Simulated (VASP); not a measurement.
# MoS2 (Fm-3m) in VASP: single point with PBE

Aim: the single point of MoS2 with PBE.

Everything below comes from runs of VASP 6.6.1. Logs are shortened: lines on timing, memory, paths and dates and some standing lists are left out, and cuts for length are marked.

## (1) The cell of the first run

It takes space group Fm-3m (No. 225, cubic). The conventional cell has a = 5.865 Å, b = 5.865 Å, c = 5.865 Å, α = 90.00°, β = 90.00°, γ = 90.00°. Within 3.4 Å of Mo (site symmetry m-3m) lie 8 S at 2.54 Å. Within 3.4 Å of S (site symmetry -43m) lie 4 Mo at 2.54 Å and 6 S at 2.93 Å.

## (2) Single point, PBE

File INCAR:

```
SYSTEM = MoS2
  PREC = Accurate
  ENCUT = 520
  EDIFF = 1E-7
  ISMEAR = -1
  SIGMA = 0.02
  LREAL = .FALSE.
  LASPH = .TRUE.
  NELM = 60
  ALGO = Normal
  ISIF = 2
  LWAVE = .FALSE.
  LCHARG = .FALSE.
  GGA = PE
  NBANDS = 20
```

File KPOINTS:

```
regular mesh
0
G
  6 6 6
  0 0 0
```

File POSCAR:

```
MoS2
1.0
    0.0000000000      2.9323968606      2.9323968606
    2.9323968606      0.0000000000      2.9323968606
    2.9323968606      2.9323968606      0.0000000000
Mo S
1 2
Direct
    0.0000000000      0.0000000000      0.0000000000
    0.2500000000      0.2500000000      0.2500000000
    0.7500000000      0.7500000000      0.7500000000
```

Potentials or basis: VASP PAW PBE potentials, release 64 (Mo_sv, S).

Launch:

```bash
$ cat potpaw_PBE.64/Mo_sv/POTCAR potpaw_PBE.64/S/POTCAR > POTCAR
$ mpirun -np 1 vasp_std > vasp.out
```

OUTCAR:

```text
SYSTEM = MoS2
   PREC = Accurate
   ENCUT = 520
   EDIFF = 1E-7
   ISMEAR = -1
   LREAL = .FALSE.
   LASPH = .TRUE.
   NELM = 60
   ISIF = 2
   GGA = PE

 ion  position               nearest neighbor table
   1  0.000  0.000  0.000-   3 2.54   3 2.54   3 2.54   2 2.54   3 2.54   2 2.54   2 2.54   2 2.54

   2  0.250  0.250  0.250-   1 2.54   1 2.54   1 2.54   1 2.54
   3  0.750  0.750  0.750-   1 2.54   1 2.54   1 2.54   1 2.54

  LATTYP: Found a face centered cubic cell.
 ALAT       =     5.8647937212

  Lattice vectors:

 A1 = (   0.0000000000,   2.9323968606,   2.9323968606)
 A2 = (   2.9323968606,   0.0000000000,   2.9323968606)
 A3 = (   2.9323968606,   2.9323968606,   0.0000000000)

Analysis of symmetry for initial positions (statically):
=====================================================================
 Subroutine PRICEL returns:
 Original cell was already a primitive cell.

 Routine SETGRP: Setting up the symmetry group for a
 face centered cubic supercell.

 Subroutine GETGRP returns: Found 48 space group operations
 (whereof 48 operations were pure point group operations)
 out of a pool of 48 trial point group operations.

The static configuration has the point symmetry O_h .

Analysis of symmetry for dynamics (positions and initial velocities):
=====================================================================
 Subroutine PRICEL returns:
 Original cell was already a primitive cell.

 Routine SETGRP: Setting up the symmetry group for a
 face centered cubic supercell.

 Subroutine GETGRP returns: Found 48 space group operations
 (whereof 48 operations were pure point group operations)
 out of a pool of 48 trial point group operations.

The dynamic configuration has the point symmetry O_h .

 Subroutine INISYM returns: Found 48 space group operations
 (whereof 48 operations are pure point group operations),
 and found     1 'primitive' translations

----------------------------------------------------------------------------------------

                                     Primitive cell

  volume of cell :      50.4311

  direct lattice vectors                    reciprocal lattice vectors
     0.000000000  2.932396861  2.932396861    -0.170508981  0.170508981  0.170508981
     2.932396861  0.000000000  2.932396861     0.170508981 -0.170508981  0.170508981
     2.932396861  2.932396861  0.000000000     0.170508981  0.170508981 -0.170508981

  length of vectors
     4.147035411  4.147035411  4.147035411     0.295330218  0.295330218  0.295330218

  position of ions in fractional coordinates (direct lattice)
     0.000000000  0.000000000  0.000000000
     0.250000000  0.250000000  0.250000000
     0.750000000  0.750000000  0.750000000

  ion indices of the primitive-cell ions
   primitive index   ion index
                 1           1
                 2           2
                 3           3

----------------------------------------------------------------------------------------

 KPOINTS: regular mesh

Automatic generation of k-mesh.
 Grid dimensions read from file:
 generate k-points for:    6    6    6

 Generating k-lattice:

  Cartesian coordinates                     Fractional coordinates (reciprocal lattice)
    -0.028418163  0.028418163  0.028418163     0.166666667  0.000000000  0.000000000
     0.028418163 -0.028418163  0.028418163     0.000000000  0.166666667  0.000000000
     0.028418163  0.028418163 -0.028418163     0.000000000  0.000000000  0.166666667

  Length of vectors
     0.049221703  0.049221703  0.049221703

  Shift w.r.t. Gamma in fractional coordinates (k-lattice)
     0.000000000  0.000000000  0.000000000

 Subroutine IBZKPT returns following result:
 ===========================================

 Found     16 irreducible k-points:

 Following reciprocal coordinates:
            Coordinates               Weight
  0.000000  0.000000  0.000000      1.000000
  0.166667  0.000000  0.000000      8.000000
  0.333333  0.000000  0.000000      8.000000
  0.500000  0.000000  0.000000      4.000000
  0.166667  0.166667  0.000000      6.000000
  0.333333  0.166667  0.000000     24.000000
[... 8 lines left out ...]
 -0.333333  0.333333  0.166667     24.000000
 -0.333333  0.500000  0.166667     12.000000
   k-points           NKPTS =     16   k-points in BZ     NKDIM =     16   number of bands    NBANDS=     20
   number of dos      NEDOS =    301   number of ions     NIONS =      3
   total plane-waves  NPLWV =  32768
   dimension x,y,z NGX =    32 NGY =   32 NGZ =   32
   dimension x,y,z NGXF=    64 NGYF=   64 NGZF=   64
   ions per type =               1   2
   NGX,Y,Z   is equivalent  to a cutoff of  12.83, 12.83, 12.83 a.u.
   NGXF,Y,Z  is equivalent  to a cutoff of  25.66, 25.66, 25.66 a.u.
 SYSTEM =  MoS2
   PREC   = accura    normal or accurate (medium, high low for compatibility)
   ISTART =      0    job   : 0-new  1-cont  2-samecut
   ICHARG =      2    charge: 1-file 2-atom 10-const
   ISPIN  =      1    spin polarized calculation?
   LNONCOLLINEAR =      F non collinear calculations
   LSORBIT =      F    spin-orbit coupling
   LASPH  =      T    aspherical Exc in radial PAW
   ENCUT  =  520.0 eV  38.22 Ry    6.18 a.u.   7.71  7.71  7.71*2*pi/ulx,y,z
   NELM   =     60;   NELMIN=  2; NELMDL= -5     # of ELM steps
   EDIFF  = 0.1E-06   stopping-criterion for ELM
   LREAL  =      F    real-space projection
   EDIFFG = 0.1E-05   stopping-criterion for IOM
   NSW    =      0    number of steps for IOM
   IBRION =     -1    ionic relax: 0-MD 1-quasi-New 2-CG
   NFREE  =      0    steps in history (QN), initial steepest desc. (CG)
   ISIF   =      2    stress and relaxation
   ISYM   =      2    0-nonsym 1-usesym 2-fastsym
   POTIM  = 0.5000    time-step for ionic-motion
   TEBEG  =    0.0;   TEEND  =   0.0 temperature during run
   PSTRESS=    0.0 pullay stress
   NELECT =      26.0000    total number of electrons
   NUPDOWN=      -1.0000    fix difference up-down
   EMIN   =  10.00;   EMAX   =-10.00  energy-range for DOS
   EFERMI =   0.00;   METHOD = LEGACY
   ISMEAR =    -1;   SIGMA  =   0.02  broadening in eV -4-tet -1-fermi 0-gaus
   EFERMI_NEDOS =   21; number of points for ismear=-14 and -15
   IALGO  =     38    algorithm
   IMIX   =      4    mixing-type and parameters
     AMIX     =   0.40;   BMIX     =  1.00
     AMIX_MAG =   1.60;   BMIX_MAG =  1.00
  volume/ion in A,a.u.               =      16.81       113.44
  Fermi-wavevector in a.u.,A,eV,Ry     =   1.312703  2.480649 23.445418  1.723190
  Thomas-Fermi vector in A             =   2.443077
   LORBIT       =      0    0 simple, 1 ext, 2 COOP (PROOUT), +10 PAW based schemes
   GGA     = PE    functional components
   LHFCALC =     F    Hartree Fock is set to
   AEXX    =    0.0000 exact exchange contribution
   IVDW    =     0    specifies the selected vdW correction
   LEPSILON=     F    determine dielectric tensor
   LRPA    =     F    only Hartree local field effects (RPA)
 non-spin polarized calculation
  energy-cutoff  :      520.00
  volume of cell :       50.43
 maximum number of plane-waves:      1380
   NGX = 15   NGY = 15   NGZ = 15

 number of electron      25.9999997 magnetization

 Free energy of the ion-electron system (eV)
  ---------------------------------------------------
  ext. energy  EPLUGINS =         0.00000000
  ---------------------------------------------------
  free energy    TOTEN  =       -19.59501523 eV

  energy without entropy =      -19.58592485  energy(sigma->0) =      -19.59047004

 E-fermi :   8.3575     XC(G=0): -11.2535

 val. band max:        8.3439464334   @ k =   0.3333   0.0000   0.0000
 cond. band min:       8.3718931369   @ k =   0.5000   0.3333   0.0000
 fundamental gap:      0.0279467035
 Fermi energy:         8.3575417260

 k-point     1 :       0.0000    0.0000    0.0000
  band No.  band energies     occupation
      1     -52.7304      2.00000
      2     -26.8175      2.00000
      3     -26.8175      2.00000
      4     -26.8175      2.00000
      5      -6.9718      2.00000
      6      -2.4030      2.00000
[... 12 lines left out ...]
     19      13.5193      0.00000
     20      13.5193      0.00000

 k-point     2 :       0.1667    0.0000    0.0000
  band No.  band energies     occupation
      1     -52.7300      2.00000
      2     -26.8273      2.00000
      3     -26.8189      2.00000
      4     -26.8189      2.00000
      5      -6.6939      2.00000
      6      -2.9624      2.00000
[... 12 lines left out ...]
     19      14.6423      0.00000
     20      15.0429      0.00000

 k-point     3 :       0.3333    0.0000    0.0000
  band No.  band energies     occupation
      1     -52.7292      2.00000
      2     -26.8467      2.00000
      3     -26.8217      2.00000
      4     -26.8217      2.00000
      5      -5.9691      2.00000
      6      -3.9456      2.00000
[... 12 lines left out ...]
     19      16.5396      0.00000
     20      16.5396      0.00000

 k-point     4 :       0.5000    0.0000    0.0000
  band No.  band energies     occupation
      1     -52.7289      2.00000
      2     -26.8564      2.00000
      3     -26.8232      2.00000
      4     -26.8232      2.00000
      5      -5.2586      2.00000
      6      -4.6909      2.00000
[... 12 lines left out ...]
     19      17.4943      0.00000
     20      18.0052      0.00000

 k-point     5 :       0.1667    0.1667    0.0000
  band No.  band energies     occupation
      1     -52.7299      2.00000
      2     -26.8276      2.00000
      3     -26.8208      2.00000
      4     -26.8208      2.00000
      5      -6.6020      2.00000
      6      -3.0816      2.00000
[... 12 lines left out ...]
     19      15.9508      0.00000
     20      15.9534      0.00000
[... 169 lines left out ...]
      6      -4.3272      2.00000
[... 12 lines left out ...]
     19      15.6465      0.00000
     20      17.3222      0.00000

 k-point    14 :       0.5000    0.3333    0.1667
  band No.  band energies     occupation
      1     -52.7287      2.00000
      2     -26.8474      2.00000
      3     -26.8334      2.00000
      4     -26.8261      2.00000
      5      -5.4425      2.00000
      6      -4.2532      2.00000
[... 12 lines left out ...]
     19      16.3800      0.00000
     20      18.0654      0.00000

 k-point    15 :      -0.3333    0.3333    0.1667
  band No.  band energies     occupation
      1     -52.7285      2.00000
      2     -26.8482      2.00000
      3     -26.8389      2.00000
      4     -26.8281      2.00000
      5      -4.8701      2.00000
      6      -4.7146      2.00000
[... 12 lines left out ...]
     19      15.5992      0.00000
     20      18.1426      0.00000

 k-point    16 :      -0.3333    0.5000    0.1667
  band No.  band energies     occupation
      1     -52.7284      2.00000
      2     -26.8508      2.00000
      3     -26.8376      2.00000
      4     -26.8310      2.00000
      5      -4.8921      2.00000
      6      -4.5362      2.00000
[... 12 lines left out ...]
     19      16.4751      0.00000
     20      16.7333      0.00000

------------------------ aborting loop because EDIFF is reached ----------------------------------------

  FORCE on cell =-STRESS in cart. coord.  units (eV):
  Direction    XX          YY          ZZ          XY          YZ          ZX
  --------------------------------------------------------------------------------------
  -------------------------------------------------------------------------------------
  Total        0.2537163      0.2537163      0.2537163     -0.0000000      0.0000000     -0.0000000
  in kB        8.0604771      8.0604771      8.0604771     -0.0000000      0.0000000     -0.0000000
  external PRESSURE =       8.0604771 kB  Pullay stress =       0.0000000 kB

 VOLUME and BASIS-vectors are now :
 -----------------------------------------------------------------------------
  energy-cutoff  :      520.00
  volume of cell :       50.43
      direct lattice vectors                 reciprocal lattice vectors
     0.000000000  2.932396861  2.932396861    -0.170508981  0.170508981  0.170508981
     2.932396861  0.000000000  2.932396861     0.170508981 -0.170508981  0.170508981
     2.932396861  2.932396861  0.000000000     0.170508981  0.170508981 -0.170508981

 POSITION                                       TOTAL-FORCE (eV/Angst)
 -----------------------------------------------------------------------------------
      0.00000      0.00000      0.00000         0.000000      0.000000      0.000000
      1.46620      1.46620      1.46620        -0.000000     -0.000000     -0.000000
      4.39860      4.39860      4.39860         0.000000     -0.000000      0.000000
 -----------------------------------------------------------------------------------
    total drift:                                0.000000     -0.000000      0.000000

  FREE ENERGIE OF THE ION-ELECTRON SYSTEM (eV)
  ---------------------------------------------------
  free  energy   TOTEN  =       -19.5950152303 eV

  energy  without entropy=      -19.5859248545  energy(sigma->0) =      -19.59047004
```

It took 7.5 s on 1 thread of Intel Xeon 6975P-C (Granite Rapids), shared host; peak memory 0.18 GiB.

Results:

```yaml
Free_energy: -19.5950 eV
Pressure: 0.8 GPa
Band_gap_on_the_k_mesh: zero (band 13 reaches 8.65 eV, above the bottom of band 14 at 7.88 eV)
```

Levels at points of the mesh, in eV from the Fermi level:
```tsv
k point	band 10	band 11	band 12	band 13	band 14	band 15	band 16	band 17
(0.00, 0.00, 0.00)	-0.97	-0.97	-0.48	-0.48	-0.48	4.22	4.22	4.22
(0.50, 0.00, 0.00)	-2.99	-2.91	-2.91	-0.48	-0.48	1.59	3.96	3.96
(0.50, 0.50, 0.00)	-2.49	-2.49	-0.66	0.07	0.98	1.71	3.48	3.48
```
